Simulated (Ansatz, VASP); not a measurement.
**Eu in VASP and in Ansatz**

```
CELL_PARAMETERS angstrom
3.49298 0.00000 0.00000
0.00000 3.49298 0.00000
0.00000 0.00000 3.49298
ATOMIC_POSITIONS crystal
Eu 0.00000 0.00000 0.00000
```

Alike in both runs: functional PBE; k mesh 11 × 11 × 11; occupations fermi-dirac, width 0.05 eV; collinear spin.

Ansatz relaxed the structure, and its values are those at the end. VASP's run is a single point on that final structure, the one shown.

```csv
,VASP,Ansatz
version,VASP 6.6.1,Ansatz 0.2.0
potentials or method,"VASP PAW PBE potentials, release 64 (Eu)","PAW with Ansatz's default frozen-core files, scalar-relativistic"
plane-wave cutoff (eV),520,420
valence electrons in the cell,17,17
```

|  | VASP | Ansatz | Ansatz less VASP |
| --- | --- | --- | --- |
| pressure (GPa) | -0.2 | 0.0 | +0.20 |
| net moment per atom (μB) | 7.19 | 7.18 | -0.005 |
| size of the moment on the site where the two differ most (μB) | 6.69 | 6.98 | +0.288 |

Site moments also hang on the region over which each program counts them.

Neither program's run includes spin-orbit coupling.
